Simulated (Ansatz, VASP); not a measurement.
GaSb3: VASP beside Ansatz

```
CELL_PARAMETERS angstrom
0.00000 3.64813 3.64813
3.64813 0.00000 3.64813
3.64813 3.64813 0.00000
ATOMIC_POSITIONS crystal
Ga 0.00000 0.00000 0.00000
Sb 0.25000 0.25000 0.25000
Sb 0.75000 0.75000 0.75000
Sb 0.50000 0.50000 0.50000
```

Alike in both runs: functional PBE; dispersion D3(BJ); k mesh 10 × 10 × 10; occupations gaussian, width 0.1 eV; no spin polarisation.

Ansatz relaxed the structure, and its values are those at the end. VASP's run is a single point on that final structure, the one shown.

```csv
,VASP,Ansatz
version,VASP 6.6.1,Ansatz 0.2.0
potentials or method,"VASP PAW PBE potentials, release 64 (Ga_d, Sb), cutoff 520 eV","scalar-relativistic, plane waves, PAW"
valence electrons in the cell,28,58
```

```csv
,VASP,Ansatz,Ansatz less VASP
gap on the k mesh at the Fermi level (eV),none,none,-
pressure (GPa),-0.1,0.0,+0.07
```

A gap of «none» marks a metal or a gap that the smearing closes. VASP's potentials hold 28 valence electrons a cell and Ansatz's 58, so a difference there can come from the potentials and not from the codes.

Neither program's run includes spin-orbit coupling.
